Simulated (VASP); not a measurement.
Write the native input for VASP 6.6.1 that does the following.

| Property | Result |
| --- | --- |
| Task | single point |
| Functional | HSE06 |
| Potentials or basis | VASP PAW PBE potentials, release 64 (Pt, Se) |
| Cutoff | 520 eV |
| k mesh | 6 × 6 × 4 |
| Occupations | fermi-dirac, width 0.02 eV |
| Spin | no spin polarisation |
| Dipole correction | no |
| Grid for exact exchange (PRECFOCK) | Normal |
| Further INCAR settings | ALGO = Normal; EDIFF = 1e-06; NBANDS = 18 |
| Share of exact exchange | 0.25 |
| Screening parameter | 0.2079 1/Å |

The system is PtSe2.

```
CELL_PARAMETERS angstrom
3.72865 0.00000 0.00000
-1.86433 3.22911 0.00000
0.00000 0.00000 5.27716
ATOMIC_POSITIONS crystal
Pt 0.00000 0.00000 0.00000
Se 0.33333 0.66667 0.24622
Se 0.66667 0.33333 0.75378
```

The input as run:

POSCAR

```
PtSe2
1.0
    3.7286503610      0.0000000000      0.0000000000
   -1.8643251805      3.2291059344      0.0000000000
    0.0000000000      0.0000000000      5.2771566319
Pt Se
1 2
Direct
    0.0000000000      0.0000000000      0.0000000000
    0.3333333333      0.6666666667      0.2462188973
    0.6666666667      0.3333333333      0.7537811027
```

INCAR.step1

```
SYSTEM = PtSe2
  PREC = Accurate
  ENCUT = 520
  EDIFF = 1E-5
  ISMEAR = -1
  SIGMA = 0.02
  LREAL = .False.
  LASPH = .True.
  NELM = 60
  ALGO = Normal
  ISIF = 2
  LWAVE = .True.
  NBANDS = 18
  GGA = PE
  KPAR = 4
```

INCAR.step2

```
SYSTEM = PtSe2
  PREC = Accurate
  ENCUT = 520
  EDIFF = 1E-6
  ISMEAR = -1
  SIGMA = 0.02
  LREAL = .False.
  LASPH = .True.
  NELM = 60
  ALGO = Normal
  ISIF = 2
  LWAVE = .False.
  LCHARG = .True.
  GGA = PE
  LHFCALC = .True.
  HFSCREEN = 0.2079
  PRECFOCK = Normal
  LVHAR = .True.
  NBANDS = 18
  ISTART = 1
  KPAR = 4
```

KPOINTS

```
Automatic mesh
0
Gamma
  6 6 4
  0 0 0
```

Potentials or basis: VASP PAW PBE potentials, release 64 (Pt, Se).

Command:

```console
$ cat potpaw_PBE.64/Pt/POTCAR potpaw_PBE.64/Se/POTCAR > POTCAR
$ cp INCAR.step1 INCAR
$ mpirun -np 4 vasp_std > vasp.out
$ cp INCAR.step2 INCAR
$ mpirun -np 4 vasp_std > vasp.out
```

Results of the run:

- Pressure: -0.8 GPa
- Largest force: 0.327 eV/Å
- Band gap on the k mesh: 0.19 eV (least direct gap 1.39 eV)

Caveat: the PAW data sets were made with another functional, which shifts forces and pressure a little; spin-orbit coupling is left out, which moves the levels of the heavy elements.

Wall time 33 min on 4 MPI ranks on Intel(R) Xeon(R) Platinum 8175M CPU @ 2.50GHz (Skylake/Cascade Lake) (shared host), peak memory 0.3 GiB a rank.
